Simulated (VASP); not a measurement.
# MgO (P-1) in VASP: notebook

The runs below take MgO through single point, with PBEsol.

Program: VASP 6.6.1. These are calculated values, not measurements. Logs are shortened: lines on timing, memory, paths and dates and some standing lists are left out, and cuts for length are marked.

**1. The cell of the first run**

The typed cell holds 4 atoms: a = 3.489 Å, b = 3.562 Å, c = 4.181 Å, α = 91.01°, β = 92.83°, γ = 122.11°.

**2. Single point, PBEsol**

INCAR

```
SYSTEM = MgO
PREC = Accurate
ENCUT = 520
EDIFF = 1E-7
ISMEAR = -1
SIGMA = 0.05
LREAL = .FALSE.
LASPH = .TRUE.
NELM = 60
ALGO = Normal
ISIF = 2
LWAVE = .FALSE.
LCHARG = .TRUE.
GGA = PS
LELF = .TRUE.
LVHAR = .TRUE.
NBANDS = 16
```

KPOINTS

```
Automatic mesh
0
G
  6 6 6
  0 0 0
```

POSCAR

```
MgO
1.0
    3.4863800000     -0.0871595000     -0.0871595000
   -1.8186722500      3.0628697500     -0.0319025000
   -0.1044510000     -0.1044510000      4.1780400000
Mg O
2 2
Direct
    0.6666666667      0.3333333333      0.7500000000
    0.3333333333      0.6666666667      0.2500000000
    0.6666666667      0.3333333333      0.2500000000
    0.3333333333      0.6666666667      0.7500000000
```

Potentials or basis: VASP PAW PBE potentials, release 64 (Mg, O).

Started as:

```console
$ cat potpaw_PBE.64/Mg/POTCAR potpaw_PBE.64/O/POTCAR > POTCAR
$ mpirun -np 1 vasp_std > vasp.out
```

OUTCAR:

```text
SYSTEM = MgO
   PREC = Accurate
   ENCUT = 520
   EDIFF = 1E-7
   ISMEAR = -1
   LREAL = .FALSE.
   LASPH = .TRUE.
   NELM = 60
   ISIF = 2
   GGA = PS

 ion  position               nearest neighbor table
   1  0.667  0.333  0.750-   4 1.97   4 2.01   4 2.06   3 2.09   3 2.09   2 2.77   2 2.83   2 2.91
                             2 2.96   2 2.97   2 2.97
   2  0.333  0.667  0.250-   3 1.97   3 2.01   3 2.06   4 2.09   4 2.09   1 2.77   1 2.83   1 2.91
                             1 2.96   1 2.97   1 2.97
   3  0.667  0.333  0.250-   2 1.97   2 2.01   2 2.06   1 2.09   1 2.09
   4  0.333  0.667  0.750-   1 1.97   1 2.01   1 2.06   2 2.09   2 2.09

  LATTYP: Found a triclinic cell.
 ALAT       =     3.4885583070
 B/A-ratio  =     2.1418830548
 C/A-ratio  =     1.0211291581
 COS(alpha) =     0.0096370584
 COS(beta)  =     0.5314769098
 COS(gamma) =     0.7079705034

  Lattice vectors:

 A1 = (  -3.4863800000,   0.0871595000,   0.0871595000)
 A2 = (  -5.2585387500,  -2.9930017500,   4.3842615000)
 A3 = (  -1.8186722500,   3.0628697500,  -0.0319025000)

Analysis of symmetry for initial positions (statically):
=====================================================================
 Subroutine PRICEL returns:
 Original cell was already a primitive cell.

 Routine SETGRP: Setting up the symmetry group for a
 triclinic supercell.

 Subroutine GETGRP returns: Found  2 space group operations
 (whereof  2 operations were pure point group operations)
 out of a pool of  2 trial point group operations.

The static configuration has the point symmetry S_2 .

Analysis of symmetry for dynamics (positions and initial velocities):
=====================================================================
 Subroutine PRICEL returns:
 Original cell was already a primitive cell.

 Routine SETGRP: Setting up the symmetry group for a
 triclinic supercell.

 Subroutine GETGRP returns: Found  2 space group operations
 (whereof  2 operations were pure point group operations)
 out of a pool of  2 trial point group operations.

The dynamic configuration has the point symmetry S_2 .

 Subroutine INISYM returns: Found  2 space group operations
 (whereof  2 operations are pure point group operations),
 and found     1 'primitive' translations

----------------------------------------------------------------------------------------

                                     Primitive cell

  volume of cell :      43.8959

  direct lattice vectors                    reciprocal lattice vectors
     3.486380000 -0.087159500 -0.087159500     0.291450321  0.173178498  0.011615720
    -1.818672250  3.062869750 -0.031902500     0.008503304  0.331628859  0.008503304
    -0.104451000 -0.104451000  4.178040000     0.006144973  0.006144973  0.239653928

  length of vectors
     3.488558307  3.562268607  4.180650459     0.339218229  0.331846821  0.239811440

  position of ions in fractional coordinates (direct lattice)
     0.666666667  0.333333333  0.750000000
     0.333333333  0.666666667  0.250000000
     0.666666667  0.333333333  0.250000000
     0.333333333  0.666666667  0.750000000

  ion indices of the primitive-cell ions
   primitive index   ion index
                 1           1
                 2           2
                 3           3
                 4           4

----------------------------------------------------------------------------------------

 KPOINTS: Automatic mesh

Automatic generation of k-mesh.
 Grid dimensions read from file:
 generate k-points for:    6    6    6

 Generating k-lattice:

  Cartesian coordinates                     Fractional coordinates (reciprocal lattice)
     0.048575054  0.028863083  0.001935953     0.166666667  0.000000000  0.000000000
     0.001417217  0.055271476  0.001417217     0.000000000  0.166666667 -0.000000000
     0.001024162  0.001024162  0.039942321    -0.000000000 -0.000000000  0.166666667

  Length of vectors
     0.056536372  0.055307803  0.039968573

  Shift w.r.t. Gamma in fractional coordinates (k-lattice)
     0.000000000  0.000000000  0.000000000

 Subroutine IBZKPT returns following result:
 ===========================================

 Found    112 irreducible k-points:

 Following reciprocal coordinates:
            Coordinates               Weight
  0.000000  0.000000  0.000000      1.000000
  0.166667  0.000000 -0.000000      2.000000
  0.333333 -0.000000 -0.000000      2.000000
  0.500000  0.000000 -0.000000      1.000000
  0.000000  0.166667  0.000000      2.000000
  0.166667  0.166667  0.000000      2.000000
[... 16 lines left out ...]
  0.333333  0.000000  0.166667      2.000000
  0.500000  0.000000  0.166667      2.000000
 [... further k-points ...]
   k-points           NKPTS =    112   k-points in BZ     NKDIM =    112   number of bands    NBANDS=     16
   number of dos      NEDOS =    301   number of ions     NIONS =      4
   total plane-waves  NPLWV =  25088
   dimension x,y,z NGX =    28 NGY =   28 NGZ =   32
   dimension x,y,z NGXF=    56 NGYF=   56 NGZF=   64
   ions per type =               2   2
   NGX,Y,Z   is equivalent  to a cutoff of  13.34, 13.07, 12.72 a.u.
   NGXF,Y,Z  is equivalent  to a cutoff of  26.69, 26.13, 25.45 a.u.
 SYSTEM =  MgO
   PREC   = accura    normal or accurate (medium, high low for compatibility)
   ISTART =      0    job   : 0-new  1-cont  2-samecut
   ICHARG =      2    charge: 1-file 2-atom 10-const
   ISPIN  =      1    spin polarized calculation?
   LNONCOLLINEAR =      F non collinear calculations
   LSORBIT =      F    spin-orbit coupling
   LASPH  =      T    aspherical Exc in radial PAW
   ENCUT  =  520.0 eV  38.22 Ry    6.18 a.u.   6.49  6.62  7.77*2*pi/ulx,y,z
   NELM   =     60;   NELMIN=  2; NELMDL= -5     # of ELM steps
   EDIFF  = 0.1E-06   stopping-criterion for ELM
   LREAL  =      F    real-space projection
   EDIFFG = 0.1E-05   stopping-criterion for IOM
   NSW    =      0    number of steps for IOM
   IBRION =     -1    ionic relax: 0-MD 1-quasi-New 2-CG
   NFREE  =      0    steps in history (QN), initial steepest desc. (CG)
   ISIF   =      2    stress and relaxation
   ISYM   =      2    0-nonsym 1-usesym 2-fastsym
   POTIM  = 0.5000    time-step for ionic-motion
   TEBEG  =    0.0;   TEEND  =   0.0 temperature during run
   PSTRESS=    0.0 pullay stress
   NELECT =      16.0000    total number of electrons
   NUPDOWN=      -1.0000    fix difference up-down
   EMIN   =  10.00;   EMAX   =-10.00  energy-range for DOS
   EFERMI =   0.00;   METHOD = LEGACY
   ISMEAR =    -1;   SIGMA  =   0.05  broadening in eV -4-tet -1-fermi 0-gaus
   EFERMI_NEDOS =   21; number of points for ismear=-14 and -15
   IALGO  =     38    algorithm
   IMIX   =      4    mixing-type and parameters
     AMIX     =   0.40;   BMIX     =  1.00
     AMIX_MAG =   1.60;   BMIX_MAG =  1.00
  volume/ion in A,a.u.               =      10.97        74.06
  Fermi-wavevector in a.u.,A,eV,Ry     =   1.169428  2.209899 18.606824  1.367563
  Thomas-Fermi vector in A             =   2.305901
   LORBIT       =      0    0 simple, 1 ext, 2 COOP (PROOUT), +10 PAW based schemes
   GGA     = PS    functional components
   LHFCALC =     F    Hartree Fock is set to
   AEXX    =    0.0000 exact exchange contribution
   IVDW    =     0    specifies the selected vdW correction
   LEPSILON=     F    determine dielectric tensor
   LRPA    =     F    only Hartree local field effects (RPA)
 non-spin polarized calculation
  energy-cutoff  :      520.00
  volume of cell :       43.90
 maximum number of plane-waves:      1196
 NGX is ok and might be reduce to    28
   NGX = 13   NGY = 13   NGZ = 15

 number of electron      16.0000003 magnetization

 Free energy of the ion-electron system (eV)
  ---------------------------------------------------
  ext. energy  EPLUGINS =         0.00000000
  ---------------------------------------------------
  free energy    TOTEN  =       -24.64843049 eV

  energy without entropy =      -24.64843049  energy(sigma->0) =      -24.64843049

 E-fermi :   2.9991     XC(G=0): -10.3247

 val. band max:        1.9852262687   @ k =   0.0000   0.0000   0.0000
 cond. band min:       5.1867783422   @ k =   0.0000   0.0000   0.0000
 fundamental gap:      3.2015520736
 Fermi energy:         2.9991075720

 k-point     1 :       0.0000    0.0000    0.0000
  band No.  band energies     occupation
      1     -14.9735      2.00000
      2     -13.5214      2.00000
      3      -1.7901      2.00000
      4       0.0976      2.00000
      5       0.2163      2.00000
      6       1.0360      2.00000
[... 8 lines left out ...]
     15      16.8830      0.00000
     16      17.8617      0.00000

 k-point     2 :       0.1667    0.0000   -0.0000
  band No.  band energies     occupation
      1     -14.8277      2.00000
      2     -13.5477      2.00000
      3      -1.5624      2.00000
      4      -0.2249      2.00000
      5      -0.1233      2.00000
      6       0.5084      2.00000
[... 8 lines left out ...]
     15      16.2465      0.00000
     16      17.3423      0.00000

 k-point     3 :       0.3333   -0.0000   -0.0000
  band No.  band energies     occupation
      1     -14.4701      2.00000
      2     -13.6606      2.00000
      3      -1.2295      2.00000
      4      -0.9711      2.00000
      5      -0.4661      2.00000
      6       0.0753      2.00000
[... 8 lines left out ...]
     15      15.6152      0.00000
     16      16.7613      0.00000

 k-point     4 :       0.5000    0.0000   -0.0000
  band No.  band energies     occupation
      1     -14.1902      2.00000
      2     -13.8152      2.00000
      3      -1.6811      2.00000
      4      -0.6097      2.00000
      5      -0.5364      2.00000
      6       0.1008      2.00000
[... 8 lines left out ...]
     15      16.1552      0.00000
     16      16.9948      0.00000
[... 324 lines left out ...]
 k-point    22 :       0.1667   -0.0000    0.1667
  band No.  band energies     occupation
      1     -14.7175      2.00000
      2     -13.6593      2.00000
      3      -1.5443      2.00000
      4      -0.1506      2.00000
      5      -0.0807      2.00000
      6       0.5204      2.00000
[... 8 lines left out ...]
     15      16.5249      0.00000
     16      16.8316      0.00000

 k-point    23 :       0.3333    0.0000    0.1667
  band No.  band energies     occupation
      1     -14.3678      2.00000
      2     -13.7458      2.00000
      3      -1.6261      2.00000
      4      -0.7944      2.00000
      5      -0.3924      2.00000
      6       0.2302      2.00000
[... 8 lines left out ...]
     15      15.6352      0.00000
     16      16.8798      0.00000

 k-point    24 :       0.5000    0.0000    0.1667
  band No.  band energies     occupation
      1     -14.1570      2.00000
      2     -13.8152      2.00000
      3      -1.8836      2.00000
      4      -0.7503      2.00000
      5      -0.5006      2.00000
      6      -0.0863      2.00000
[... 8 lines left out ...]
     15      16.0673      0.00000
     16      16.7575      0.00000

 [... further k-points ...]

------------------------ aborting loop because EDIFF is reached ----------------------------------------

  FORCE on cell =-STRESS in cart. coord.  units (eV):
  Direction    XX          YY          ZZ          XY          YZ          ZX
  --------------------------------------------------------------------------------------
  -------------------------------------------------------------------------------------
  Total        0.3649805      0.2511379      0.3761551      1.1728218      1.5396231      1.5482600
  in kB       13.3216129      9.1664126     13.7294793     42.8074291     56.1954978     56.5107388
  external PRESSURE =      12.0725016 kB  Pullay stress =       0.0000000 kB

 VOLUME and BASIS-vectors are now :
 -----------------------------------------------------------------------------
  energy-cutoff  :      520.00
  volume of cell :       43.90
      direct lattice vectors                 reciprocal lattice vectors
     3.486380000 -0.087159500 -0.087159500     0.291450321  0.173178498  0.011615720
    -1.818672250  3.062869750 -0.031902500     0.008503304  0.331628859  0.008503304
    -0.104451000 -0.104451000  4.178040000     0.006144973  0.006144973  0.239653928

 POSITION                                       TOTAL-FORCE (eV/Angst)
 -----------------------------------------------------------------------------------
      1.63969      0.88451      3.06479        -0.446830     -0.033650     -0.020412
     -0.07643      1.98675      0.99419         0.446830      0.033650      0.020412
      1.69192      0.93674      0.97577        -0.490383     -0.032861     -0.028344
     -0.12866      1.93452      3.08321         0.490383      0.032861      0.028344
 -----------------------------------------------------------------------------------
    total drift:                                0.000000     -0.000000      0.000000

  FREE ENERGIE OF THE ION-ELECTRON SYSTEM (eV)
  ---------------------------------------------------
  free  energy   TOTEN  =       -24.6484304856 eV

  energy  without entropy=      -24.6484304856  energy(sigma->0) =      -24.64843049
```

Run time: 2 min. Hardware: 1 thread of AMD EPYC 7R13, shared host; peak memory 0.18 GiB.

Results:

```yaml
Free_energy: -24.6484 eV
Pressure: 1.2 GPa
Largest_force: 0.492 eV/Å
Band_gap_on_the_k_mesh: 3.20 eV, direct
```

Forces on the atoms (eV/Å):
```
Mg  -0.447 -0.034 -0.020
Mg   0.447  0.034  0.020
O   -0.490 -0.033 -0.028
O    0.490  0.033  0.028
```

Levels at points of the mesh, in eV from the valence-band top:
```csv
k point,band 6,band 7,band 8,band 9,band 10,band 11
"(0.00, 0.00, 0.00)",-0.95,-0.90,0.00,3.20,9.27,11.92
"(0.50, 0.00, 0.00)",-1.88,-1.47,-0.63,6.66,8.86,9.52
"(0.00, 0.50, 0.00)",-1.97,-1.43,-0.56,6.76,8.81,9.55
"(0.50, 0.50, 0.00)",-2.06,-1.40,-0.48,6.85,8.79,9.59
"(0.00, 0.00, 0.50)",-1.47,-1.27,-1.20,6.20,6.27,11.95
"(0.50, 0.00, 0.50)",-1.71,-1.13,-0.68,6.90,7.17,11.43
"(0.00, 0.50, 0.50)",-1.63,-1.05,-0.71,7.03,7.12,11.41
"(0.50, 0.50, 0.50)",-1.55,-0.92,-0.79,7.12,7.12,11.47
```

Caveat: the PAW data sets were made with another functional, which shifts forces and pressure a little. PBEsol gaps usually lie below the measured ones, often by a third to a half.

**3. Single point, PBEsol**

INCAR

```
SYSTEM = MgO
PREC = Accurate
ENCUT = 520
EDIFF = 1E-6
ISMEAR = -1
SIGMA = 0.05
LREAL = .False.
LASPH = .True.
NELM = 80
ALGO = Normal
ISIF = 2
LWAVE = .False.
LCHARG = .False.
GGA = PS
NBANDS = 16
```

KPOINTS

```
regular mesh
0
Gamma
  6 6 6
  0 0 0
```

POSCAR

```
MgO
1.0
    3.4863800000     -0.0581063333     -0.0581063333
   -1.7935115000      3.0483431667     -0.0212683333
   -0.0696340000     -0.0696340000      4.1780400000
Mg O
2 2
Direct
    0.6666666667      0.3333333333      0.7500000000
    0.3333333333      0.6666666667      0.2500000000
    0.6666666667      0.3333333333      0.2500000000
    0.3333333333      0.6666666667      0.7500000000
```

Potentials or basis: VASP PAW PBE potentials, release 64 (Mg, O).

Started as:

```console
$ cat potpaw_PBE.64/Mg/POTCAR potpaw_PBE.64/O/POTCAR > POTCAR
$ mpirun -np 1 vasp_std > vasp.out
```

Wall time 86 s (1 thread of AMD EPYC 7R13, shared host); peak memory 0.19 GiB.

It converged, with:

```yaml
Free_energy: -24.7095 eV
Pressure: 0.9 GPa
Largest_force: 0.319 eV/Å
Band_gap_on_the_k_mesh: 3.26 eV, direct
```

Forces in eV/Å, atoms in the order of the input:
```
Mg  -0.286 -0.015 -0.009
Mg   0.286  0.015  0.009
O   -0.318 -0.015 -0.012
O    0.318  0.015  0.012
```

Stress tensor (GPa, compression positive):
```
0.91 2.88 3.78
2.88 0.74 3.77
3.78 3.77 1.08
```

Levels at points of the mesh, in eV from the valence-band top:
| k point | band 4 | band 5 | band 6 | band 7 | band 8 | band 9 | band 10 | band 11 | band 12 | band 13 |
| --- | --- | --- | --- | --- | --- | --- | --- | --- | --- | --- |
| (0.00, 0.00, 0.00) | -1.83 | -1.75 | -0.89 | -0.84 | 0.00 | 3.26 | 9.33 | 12.02 | 12.10 | 12.68 |
| (0.50, 0.00, 0.00) | -2.50 | -2.44 | -1.93 | -1.40 | -0.59 | 6.74 | 8.93 | 9.62 | 12.12 | 12.52 |
| (0.00, 0.50, 0.00) | -2.48 | -2.41 | -1.98 | -1.37 | -0.54 | 6.81 | 8.92 | 9.62 | 12.05 | 12.75 |
| (0.50, 0.50, 0.00) | -2.52 | -2.31 | -2.02 | -1.35 | -0.49 | 6.87 | 8.91 | 9.63 | 11.99 | 12.85 |
| (0.00, 0.00, 0.50) | -2.50 | -1.45 | -1.40 | -1.27 | -1.22 | 6.28 | 6.32 | 12.24 | 12.53 | 12.97 |
| (0.50, 0.00, 0.50) | -3.85 | -1.68 | -1.64 | -1.02 | -0.71 | 7.02 | 7.18 | 11.60 | 12.24 | 13.68 |
| (0.00, 0.50, 0.50) | -3.90 | -1.61 | -1.58 | -0.97 | -0.74 | 7.09 | 7.17 | 11.60 | 12.02 | 13.92 |
| (0.50, 0.50, 0.50) | -3.97 | -1.54 | -1.53 | -0.88 | -0.80 | 7.15 | 7.16 | 11.64 | 11.79 | 14.12 |

Caveat: the PAW data sets were made with another functional, which shifts forces and pressure a little. As with any semilocal functional, this PBEsol gap is likely too small.
